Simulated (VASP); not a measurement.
# NaCl in VASP: notebook

NaCl is run at these levels: PBE+D3(BJ); tasks: single point.

All numbers are computed with VASP 6.6.1; they aren't measurements. Logs are shortened: lines on timing, memory, paths and dates and some standing lists are left out, and cuts for length are marked.

**1. The cell of the first run**

Symmetry: Fm-3m, No. 225, cubic system. Conventional cell: a = 5.578 Å, b = 5.578 Å, c = 5.578 Å, α = 90.00°, β = 90.00°, γ = 90.00°. Within 3.7 Å of Na (site symmetry m-3m) lie 6 Cl at 2.79 Å. Cl (site symmetry m-3m) has 6 Na at 2.79 Å within 3.7 Å.

**2. Single point, PBE+D3(BJ)**

INCAR

```
SYSTEM = NaCl
PREC     = Accurate       ! precision mode
ENCUT    = 520            ! plane-wave cutoff, eV
EDIFF    = 1E-6           ! SCF threshold, eV
ISMEAR   = 0              ! smearing method
SIGMA    = 0.01           ! smearing width, eV
LREAL    = .False.        ! projectors in reciprocal space
LASPH    = .True.         ! aspherical terms in the spheres
NELM     = 80             ! most SCF steps
ALGO     = Normal         ! electronic algorithm
ISIF     = 2              ! what is computed and relaxed
LWAVE    = .False.        ! write WAVECAR
LCHARG   = .False.        ! write CHGCAR
GGA      = PE             ! functional
IVDW     = 12             ! dispersion correction
NBANDS   = 22             ! bands
```

KPOINTS

```
regular mesh
0
Gamma
  6 4 6
  0 0 0
```

POSCAR

```
NaCl
1.0
    3.8354342934      0.0000000000      0.9205297632
    0.0000000000      5.5781947106      0.0000000000
   -0.9206197446      0.0000000000      3.8354167615
Na Cl
2 2
Direct
    0.2500062354      0.7500000000      0.2499938469
    0.7499937646      0.2500000000      0.7500061531
    0.7500048276      0.7500000000      0.7499947253
    0.2499951724      0.2500000000      0.2500052747
```

Potentials or basis: VASP PAW PBE potentials, release 64 (Na_pv, Cl).

Started as:

```console
$ cat potpaw_PBE.64/Na_pv/POTCAR potpaw_PBE.64/Cl/POTCAR > POTCAR
$ mpirun -np 1 vasp_std > vasp.out
```

OUTCAR:

```text
SYSTEM = NaCl
   PREC = Accurate
   ENCUT = 520
   EDIFF = 1E-6
   ISMEAR = 0
   LREAL = .False.
   LASPH = .True.
   NELM = 80
   ISIF = 2
   GGA = PE
   IVDW = 12
 IVDW          = 12

 ion  position               nearest neighbor table
   1  0.250  0.750  0.250-
   2  0.750  0.250  0.750-
   3  0.750  0.750  0.750-
   4  0.250  0.250  0.250-

  LATTYP: Found a base centered orthorhombic cell.
 ALAT       =     5.5780974534
 B/A-ratio  =     1.0000232203
 C/A-ratio  =     1.0000174355

  Lattice vectors:

 A1 = (  -0.9206197446,   0.0000000000,   3.8354167615)
 A2 = (   3.8354342934,   0.0000000000,   0.9205297632)
 A3 = (   0.0000000000,   5.5781947106,   0.0000000000)

Analysis of symmetry for initial positions (statically):
=====================================================================
 Subroutine PRICEL returns:
 Original cell was already a primitive cell.

 Routine SETGRP: Setting up the symmetry group for a
 base centered orthorhombic supercell.

 Subroutine GETGRP returns: Found  8 space group operations
 (whereof  2 operations were pure point group operations)
 out of a pool of  8 trial point group operations.

The static configuration has the point symmetry S_2 .
 The point group associated with its full space group is D_2h.

Analysis of symmetry for dynamics (positions and initial velocities):
=====================================================================
 Subroutine PRICEL returns:
 Original cell was already a primitive cell.

 Routine SETGRP: Setting up the symmetry group for a
 base centered orthorhombic supercell.

 Subroutine GETGRP returns: Found  8 space group operations
 (whereof  2 operations were pure point group operations)
 out of a pool of  8 trial point group operations.

The dynamic configuration has the point symmetry S_2 .
 The point group associated with its full space group is D_2h.

 Subroutine INISYM returns: Found  8 space group operations
 (whereof  2 operations are pure point group operations),
 and found     1 'primitive' translations

----------------------------------------------------------------------------------------

                                     Primitive cell

  volume of cell :      86.7853

  direct lattice vectors                    reciprocal lattice vectors
     3.835434293  0.000000000  0.920529763     0.246524609  0.000000000  0.059173601
     0.000000000  5.578194711  0.000000000     0.000000000  0.179269468  0.000000000
    -0.920619745  0.000000000  3.835416761    -0.059167818  0.000000000  0.246525736

  length of vectors
     3.944354353  5.578194711  3.944358306     0.253526917  0.179269468  0.253526663

  position of ions in fractional coordinates (direct lattice)
     0.250006235  0.750000000  0.249993847
     0.749993765  0.250000000  0.750006153
     0.750004828  0.750000000  0.749994725
     0.249995172  0.250000000  0.250005275

  ion indices of the primitive-cell ions
   primitive index   ion index
                 1           1
                 2           2
                 3           3
                 4           4

----------------------------------------------------------------------------------------

 KPOINTS: regular mesh

Automatic generation of k-mesh.
 Grid dimensions read from file:
 generate k-points for:    6    4    6

 Generating k-lattice:

  Cartesian coordinates                     Fractional coordinates (reciprocal lattice)
     0.041087435  0.000000000  0.009862267     0.166666667  0.000000000  0.000000000
     0.000000000  0.044817367  0.000000000     0.000000000  0.250000000  0.000000000
    -0.009861303  0.000000000  0.041087623    -0.000000000  0.000000000  0.166666667

  Length of vectors
     0.042254486  0.044817367  0.042254444

  Shift w.r.t. Gamma in fractional coordinates (k-lattice)
     0.000000000  0.000000000  0.000000000

 Subroutine IBZKPT returns following result:
 ===========================================

 Found     39 irreducible k-points:

 Following reciprocal coordinates:
            Coordinates               Weight
  0.000000  0.000000  0.000000      1.000000
  0.166667  0.000000 -0.000000      4.000000
  0.333333  0.000000 -0.000000      4.000000
  0.500000  0.000000  0.000000      2.000000
  0.000000  0.250000  0.000000      2.000000
  0.166667  0.250000 -0.000000      8.000000
[... 16 lines left out ...]
  0.166667  0.500000  0.166667      2.000000
  0.333333  0.500000  0.166667      4.000000
 [... further k-points ...]
   k-points           NKPTS =     39   k-points in BZ     NKDIM =     39   number of bands    NBANDS=     22
   number of dos      NEDOS =    301   number of ions     NIONS =      4
   total plane-waves  NPLWV =  37800
   dimension x,y,z NGX =    30 NGY =   42 NGZ =   30
   dimension x,y,z NGXF=    60 NGYF=   84 NGZF=   60
   ions per type =               2   2
   NGX,Y,Z   is equivalent  to a cutoff of  12.64, 12.52, 12.64 a.u.
   NGXF,Y,Z  is equivalent  to a cutoff of  25.29, 25.03, 25.29 a.u.
 SYSTEM =  NaCl
   PREC   = accura    normal or accurate (medium, high low for compatibility)
   ISTART =      0    job   : 0-new  1-cont  2-samecut
   ICHARG =      2    charge: 1-file 2-atom 10-const
   ISPIN  =      1    spin polarized calculation?
   LNONCOLLINEAR =      F non collinear calculations
   LSORBIT =      F    spin-orbit coupling
   LASPH  =      T    aspherical Exc in radial PAW
   ENCUT  =  520.0 eV  38.22 Ry    6.18 a.u.   7.33 10.37  7.33*2*pi/ulx,y,z
   NELM   =     80;   NELMIN=  2; NELMDL= -5     # of ELM steps
   EDIFF  = 0.1E-05   stopping-criterion for ELM
   LREAL  =      F    real-space projection
   EDIFFG = 0.1E-04   stopping-criterion for IOM
   NSW    =      0    number of steps for IOM
   IBRION =     -1    ionic relax: 0-MD 1-quasi-New 2-CG
   NFREE  =      0    steps in history (QN), initial steepest desc. (CG)
   ISIF   =      2    stress and relaxation
   ISYM   =      2    0-nonsym 1-usesym 2-fastsym
   POTIM  = 0.5000    time-step for ionic-motion
   TEBEG  =    0.0;   TEEND  =   0.0 temperature during run
   PSTRESS=    0.0 pullay stress
   NELECT =      28.0000    total number of electrons
   NUPDOWN=      -1.0000    fix difference up-down
   EMIN   =  10.00;   EMAX   =-10.00  energy-range for DOS
   EFERMI =   0.00;   METHOD = LEGACY
   ISMEAR =     0;   SIGMA  =   0.01  broadening in eV -4-tet -1-fermi 0-gaus
   EFERMI_NEDOS =   21; number of points for ismear=-14 and -15
   IALGO  =     38    algorithm
   IMIX   =      4    mixing-type and parameters
     AMIX     =   0.40;   BMIX     =  1.00
     AMIX_MAG =   1.60;   BMIX_MAG =  1.00
  volume/ion in A,a.u.               =      21.70       146.41
  Fermi-wavevector in a.u.,A,eV,Ry     =   1.122825  2.121832 17.153364  1.260737
  Thomas-Fermi vector in A             =   2.259488
   LORBIT       =      0    0 simple, 1 ext, 2 COOP (PROOUT), +10 PAW based schemes
   GGA     = PE    functional components
   LHFCALC =     F    Hartree Fock is set to
   AEXX    =    0.0000 exact exchange contribution
   IVDW    =    12    specifies the selected vdW correction
   LEPSILON=     F    determine dielectric tensor
   LRPA    =     F    only Hartree local field effects (RPA)
 non-spin polarized calculation
 Gauss-broadening in eV      SIGMA  =   0.01
  energy-cutoff  :      520.00
  volume of cell :       86.79
 maximum number of plane-waves:      2373
 NGX is ok and might be reduce to    30
   NGX = 15   NGY = 21   NGZ = 15

 number of electron      27.9999994 magnetization

 Free energy of the ion-electron system (eV)
  ---------------------------------------------------
  ext. energy  EPLUGINS =         0.00000000
  ---------------------------------------------------
  free energy    TOTEN  =       -13.52678686 eV

  energy without entropy =      -13.52678686  energy(sigma->0) =      -13.52678686

 E-fermi :  -0.4666     XC(G=0):  -8.3087

 val. band max:       -0.5363494284   @ k =   0.0000   0.0000   0.0000
 cond. band min:       4.7014683925   @ k =   0.0000   0.0000   0.0000
 fundamental gap:      5.2378178209
 Fermi energy:        -0.4666411454

 k-point     1 :       0.0000    0.0000    0.0000
  band No.  band energies     occupation
      1     -21.3160      2.00000
      2     -21.3021      2.00000
      3     -21.3021      2.00000
      4     -21.2928      2.00000
      5     -21.2928      2.00000
      6     -21.2928      2.00000
[... 14 lines left out ...]
     21      11.0214      0.00000
     22      12.8212      0.00000

 k-point     2 :       0.1667    0.0000   -0.0000
  band No.  band energies     occupation
      1     -21.3141      2.00000
      2     -21.3062      2.00000
      3     -21.3009      2.00000
      4     -21.2982      2.00000
      5     -21.2940      2.00000
      6     -21.2929      2.00000
[... 14 lines left out ...]
     21      10.8740      0.00000
     22      12.2668      0.00000

 k-point     3 :       0.3333    0.0000   -0.0000
  band No.  band energies     occupation
      1     -21.3140      2.00000
      2     -21.3095      2.00000
      3     -21.3093      2.00000
      4     -21.2981      2.00000
      5     -21.2977      2.00000
      6     -21.2935      2.00000
[... 14 lines left out ...]
     21      11.5748      0.00000
     22      11.5849      0.00000
[... 476 lines left out ...]
 k-point    23 :       0.1667    0.5000    0.1667
  band No.  band energies     occupation
      1     -21.3138      2.00000
      2     -21.3138      2.00000
      3     -21.3003      2.00000
      4     -21.3003      2.00000
      5     -21.2949      2.00000
      6     -21.2949      2.00000
[... 14 lines left out ...]
     21      11.5887      0.00000
     22      11.5887      0.00000

 k-point    24 :       0.3333    0.5000    0.1667
  band No.  band energies     occupation
      1     -21.3199      2.00000
      2     -21.3199      2.00000
      3     -21.3004      2.00000
      4     -21.3004      2.00000
      5     -21.2952      2.00000
      6     -21.2952      2.00000
[... 14 lines left out ...]
     21      11.0691      0.00000
     22      11.0691      0.00000

 [... further k-points ...]

------------------------ aborting loop because EDIFF is reached ----------------------------------------

 Edisp (eV)   -0.88809

 E8    (eV) :    -0.3714

  FORCE on cell =-STRESS in cart. coord.  units (eV):
  Direction    XX          YY          ZZ          XY          YZ          ZX
  --------------------------------------------------------------------------------------
  -------------------------------------------------------------------------------------
  Total      -0.01193    -0.01206    -0.01163     0.00000     0.00000     0.00029
  in kB      -0.22016    -0.22264    -0.21477     0.00000     0.00000     0.00528
  external pressure =       -0.22 kB  Pullay stress =        0.00 kB

 VOLUME and BASIS-vectors are now :
 -----------------------------------------------------------------------------
  energy-cutoff  :      520.00
  volume of cell :       86.79
      direct lattice vectors                 reciprocal lattice vectors
     3.835434293  0.000000000  0.920529763     0.246524609  0.000000000  0.059173601
     0.000000000  5.578194711  0.000000000     0.000000000  0.179269468  0.000000000
    -0.920619745  0.000000000  3.835416761    -0.059167818  0.000000000  0.246525736

 POSITION                                       TOTAL-FORCE (eV/Angst)
 -----------------------------------------------------------------------------------
      0.72873      4.18365      1.18897        -0.000020      0.000000      0.000012
      2.18608      1.39455      3.56698         0.000020      0.000000     -0.000012
      2.18613      4.18365      3.56694        -0.000030      0.000000      0.000018
      0.72868      1.39455      1.18900         0.000030      0.000000     -0.000018
 -----------------------------------------------------------------------------------
    total drift:                                0.000000     -0.000178      0.000000

  FREE ENERGIE OF THE ION-ELECTRON SYSTEM (eV)
  ---------------------------------------------------
  free  energy   TOTEN  =       -14.4148745558 eV

  energy  without entropy=      -14.4148745558  energy(sigma->0) =      -14.41487456
```

Run time: 28 s. Hardware: 1 thread of Intel Xeon Platinum 8488C (Sapphire Rapids), shared host; peak memory 0.21 GiB.

Results:

* Free energy: -14.4149 eV
* Pressure: 0.0 GPa
* Band gap on the k mesh: 5.24 eV
* Dispersion energy per atom: -0.222 eV

Levels at points of the mesh, in eV from the valence-band top:
```
           k point  band 11  band 12  band 13  band 14  band 15  band 16  band 17  band 18
(0.00, 0.00, 0.00)    -0.63     0.00     0.00     0.00     5.24     7.63     8.05    11.15
(0.50, 0.00, 0.00)    -0.83    -0.83    -0.28    -0.28     8.36     8.36     9.77     9.77
(0.00, 0.50, 0.00)    -0.33    -0.33    -0.33    -0.33     7.25     7.25     9.12     9.12
(0.50, 0.50, 0.00)    -0.28    -0.28    -0.28    -0.28     7.33     7.33    10.90    10.90
(0.50, 0.00, 0.50)    -0.63    -0.63    -0.63    -0.63     7.63     7.63     8.05     8.05
(0.50, 0.50, 0.50)    -1.25    -1.25    -0.80    -0.80     8.97     8.97     9.79     9.79
```

A hybrid or GW would open this gap; PBE tends to underestimate it.

**3. Single point, PBE+D3(BJ) (volume scaled by 0.94, then relaxed in part)**

INCAR

```
SYSTEM = NaCl
ALGO = Normal
EDIFF = 1E-6
ENCUT = 520
GGA = PE
ISIF = 2
ISMEAR = 0
IVDW = 12
LASPH = .True.
LCHARG = .False.
LREAL = .False.
LWAVE = .False.
NBANDS = 22
NELM = 100
PREC = Accurate
SIGMA = 0.02
```

KPOINTS

```
k-points
0
Gamma
  6 4 6
  0 0 0
```

POSCAR

```
NaCl
1.0
    4.0128084327      0.0000000000      0.9596693103
    0.0000000000      5.8416021078      0.0000000000
   -0.9662986653      0.0000000000      4.0114892278
Na Cl
2 2
Direct
    0.2500429600      0.7500000000      0.2499483418
    0.7499570400      0.2500000000      0.7500516582
    0.7500219233      0.7500000000      0.7499822442
    0.2499780767      0.2500000000      0.2500177558
```

Potentials or basis: VASP PAW PBE potentials, release 64 (Na_pv, Cl).

Started as:

```console
$ cat potpaw_PBE.64/Na_pv/POTCAR potpaw_PBE.64/Cl/POTCAR > POTCAR
$ mpirun -np 1 vasp_std > vasp.out
```

Run time: 50 s. Hardware: 1 thread of Intel Xeon Platinum 8488C (Sapphire Rapids), shared host; peak memory 0.27 GiB.

The run converged. Its results:

```
Free energy                : -14.2922 eV
Pressure                   : -2.8 GPa
Band gap on the k mesh     : 4.74 eV
Dispersion energy per atom : -0.193 eV
```

Levels at points of the mesh, in eV from the valence-band top:
| k point | band 10 | band 11 | band 12 | band 13 | band 14 | band 15 | band 16 | band 17 | band 18 | band 19 |
| --- | --- | --- | --- | --- | --- | --- | --- | --- | --- | --- |
| (0.00, 0.00, 0.00) | -0.50 | -0.50 | 0.00 | 0.00 | 0.00 | 4.74 | 7.22 | 8.14 | 10.60 | 10.99 |
| (0.50, 0.00, 0.00) | -1.23 | -0.66 | -0.66 | -0.21 | -0.21 | 7.73 | 7.73 | 9.44 | 9.44 | 9.58 |
| (0.00, 0.50, 0.00) | -0.90 | -0.27 | -0.27 | -0.26 | -0.26 | 6.57 | 6.57 | 9.12 | 9.12 | 10.47 |
| (0.50, 0.50, 0.00) | -1.64 | -0.21 | -0.21 | -0.21 | -0.21 | 7.08 | 7.08 | 9.81 | 9.81 | 10.70 |
| (0.00, 0.00, 0.50) | -1.23 | -0.66 | -0.66 | -0.21 | -0.21 | 7.73 | 7.73 | 9.44 | 9.44 | 9.58 |
| (0.50, 0.00, 0.50) | -1.40 | -0.51 | -0.51 | -0.50 | -0.50 | 7.22 | 7.23 | 8.13 | 8.14 | 10.61 |
| (0.00, 0.50, 0.50) | -1.64 | -0.21 | -0.21 | -0.21 | -0.21 | 7.08 | 7.08 | 9.81 | 9.81 | 10.70 |
| (0.50, 0.50, 0.50) | -1.00 | -1.00 | -1.00 | -0.63 | -0.63 | 8.39 | 8.39 | 9.41 | 9.41 | 9.42 |
